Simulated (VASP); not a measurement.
# GaN (wurtzite): single point with LDA

The system is GaN (wurtzite).

```
CELL_PARAMETERS angstrom
3.15175 0.00000 0.00000
-1.57587 2.72949 0.00000
0.00000 0.00000 5.13839
ATOMIC_POSITIONS crystal
Ga 0.33333 0.66667 0.00029
Ga 0.66667 0.33333 0.50029
N 0.33333 0.66667 0.37671
N 0.66667 0.33333 0.87671
```

```json
{
  "Program": "VASP 6.6.1",
  "Task": "single point",
  "Functional": "LDA",
  "Potentials or basis": "VASP PAW LDA potentials, release 64 (Ga_d, N_h)",
  "Cutoff": "910 eV",
  "k mesh": "8 × 8 × 5",
  "Occupations": "gaussian, width 0.01 eV",
  "Spin": "no spin polarisation",
  "Dipole correction": "no",
  "Second run": "hard_potentials",
  "Further INCAR settings": "ALGO = Normal; EDIFF = 1e-06; NBANDS = 26"
}
```

* Pressure: 1.1 GPa
* Band gap on the k mesh: 2.15 eV, direct

Levels at points of the mesh, in eV from the valence-band top:
```csv
k point,band 14,band 15,band 16,band 17,band 18,band 19,band 20,band 21,band 22,band 23
"(0.00, 0.00, 0.00)",-1.08,-1.08,-0.05,0.00,0.00,2.15,4.39,9.22,9.90,9.90
"(0.50, 0.00, 0.00)",-5.46,-4.41,-2.88,-2.34,-1.05,5.00,5.67,6.00,8.72,10.41
```

Run time: 49 s on 1 thread of AMD EPYC 9R45 96-Core Processor (Zen 5), with other jobs on the host, peak memory 0.19 GiB.

Caveat: the cutoff is under 1.25 times the usual one of these potentials, so pressure, stress and relaxed cells hold a basis-set (Pulay) error. A hybrid or GW would open this gap; LDA tends to underestimate it.
